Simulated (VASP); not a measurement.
Wanted: the native input for a VASP 6.6.1 run.

* Task: single point
* Functional: PBE
* Potentials or basis: VASP PAW PBE potentials, release 64 (Hf_pv)
* Cutoff: 520 eV
* k mesh: 19 × 19 × 11
* Occupations: methfessel-paxton, width 0.1 eV
* Spin: no spin polarisation
* Dipole correction: no
* Further INCAR settings: ALGO = Normal; EDIFF = 1e-06; NBANDS = 17

The structure of Hf lies in POSCAR:

```
Hf
1.0
    3.2048063916      0.0000000000      0.0000000000
   -1.6024031958      2.7754437494      0.0000000000
    0.0000000000      0.0000000000      5.0671622894
Hf
2
Direct
    0.0000000000      0.0000000000      0.0000000000
    0.3333333333      0.6666666667      0.5000000000
```

One way to write it, as run:

INCAR

```
PREC = Accurate ; ENCUT = 520
EDIFF = 1E-6 ; ISMEAR = 1
SIGMA = 0.1 ; LREAL = F
LASPH = T ; NELM = 80
ALGO = Normal ; ISIF = 2
LWAVE = F ; LCHARG = T
GGA = PE ; LELF = T
LVHAR = T ; NBANDS = 17
```

KPOINTS

```
Automatic mesh
0
Gamma
  19 19 11
```

Potentials or basis: VASP PAW PBE potentials, release 64 (Hf_pv).

The run is started by

```console
$ cat potpaw_PBE.64/Hf_pv/POTCAR > POTCAR
$ mpirun -np 1 vasp_std > vasp.out
```

It gave:

```json
{"Pressure": "-0.4 GPa", "Band gap on the k mesh": "zero (bands 10 and 11 overlap by 1.54 eV)"}
```

Caveat: spin-orbit coupling is left out, which moves the levels of the heavy elements.

Run time: 110 s on 1 thread of Intel(R) Xeon(R) 6975P-C (Granite Rapids) (shared host), peak memory 0.27 GiB.
